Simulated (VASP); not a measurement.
Here is a VASP 6.6.1 calculation.

INCAR

```
ALGO = Normal ; EDIFF = 1E-7
ENCUT = 520 ; GGA = RE
ISIF = 2 ; ISMEAR = -1
IVDW = 12 ; LASPH = True
LCHARG = False ; LREAL = False
LWAVE = False ; NBANDS = 11
NELM = 100 ; PREC = Accurate
SIGMA = 0.05
```

Contents of KPOINTS:

```
k-points
0
Gamma
  12 12 12
```

Contents of POSCAR:

```
Pd
1.0
    0.0000000000      1.9721147795      1.9721147795
    1.9721147795      0.0000000000      1.9721147795
    1.9721147795      1.9721147795      0.0000000000
Pd
1
Direct
    0.0000000000      0.0000000000      0.0000000000
```

Potentials or basis: VASP PAW PBE potentials, release 64 (Pd).

The run is started by

```sh
$ cat potpaw_PBE.64/Pd/POTCAR > POTCAR
$ mpirun -np 1 vasp_std > vasp.out
```

Question: Estimate the band gap on the k mesh.

Answer: Zero (band 5 reaches 9.47 eV, above the bottom of band 6 at 7.99 eV).

Question: Predict the dispersion energy per atom.

Answer: -1.224 eV.
